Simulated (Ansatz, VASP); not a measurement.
# P: VASP beside Ansatz

INCAR

```
  PREC = Accurate
  ENCUT = 600
  EDIFF = 1E-7
  ISMEAR = 0
  SIGMA = 0.1
  LREAL = F
  LASPH = T
  NELM = 60
  ALGO = Normal
  ISIF = 3
  LWAVE = F
  LCHARG = F
  GGA = PE
  IBRION = 2
  NSW = 100
  EDIFFG = -0.01
```

The input KPOINTS:

```
Automatic mesh
0
Gamma
  18 18 18
```

Contents of POSCAR:

```
P
1.0
    1.6661114354      0.9619298857      4.6993417306
   -1.6661114354      0.9619298857      4.6993417306
    0.0000000000     -1.9238597715      4.6993417306
P
3
Direct
    0.0000000000      0.0000000000      0.0000000000
    0.2296564360      0.2296564360      0.2296564360
    0.7703435640      0.7703435640      0.7703435640
```

Input for Ansatz:

```yaml
crystal:
  lattice:
    - [1.6661114354, 0.9619298857, 4.6993417306]
    - [-1.6661114354, 0.9619298857, 4.6993417306]
    - [0.0, -1.9238597715, 4.6993417306]
  atoms:
    - { symbol: P, position: [0.0, 0.0, 0.0] }
    - { symbol: P, position: [0.229656436, 0.229656436, 0.229656436] }
    - { symbol: P, position: [0.770343564, 0.770343564, 0.770343564] }
basis:
  ecutwfc: 420
kpoints:
  mp_grid: { grid: [18, 18, 18] }
hamiltonian:
  xc: pbe
scf:
  occupations: { method: gaussian, width: 0.1 }
output:
  forces: true
  stress: true
  eigenvalues: true
relax:
  adjacent_minimum: "off"
  f_tol: 0.01
  max_steps: 80
  cell: { stress_tol: 0.05 }
```

Alike in both runs: task relaxation of cell and atoms; functional PBE; k mesh 18 × 18 × 18; occupations gaussian, width 0.1 eV; no spin polarisation.

|  | VASP | Ansatz |
| --- | --- | --- |
| version | VASP 6.6.1 | Ansatz 0.2.0 |
| potentials or method | VASP PAW PBE potentials, release 64 (P), cutoff 600 eV | scalar-relativistic, plane waves, PAW |
| valence electrons in the cell | 15 | 15 |

|  | VASP | Ansatz | Ansatz less VASP |
| --- | --- | --- | --- |
| gap on the k mesh at the Fermi level, each at its own relaxed structure (eV) | none | none | - |
| relaxed volume (Å³/atom) | 15.06 | 15.10 | +0.038 |
| relaxed length of the cell vector where the two differ most in proportion (Å) | 5.076 | 5.081 | +0.0046 |

A gap of «none» marks a metal or a gap that the smearing closes.
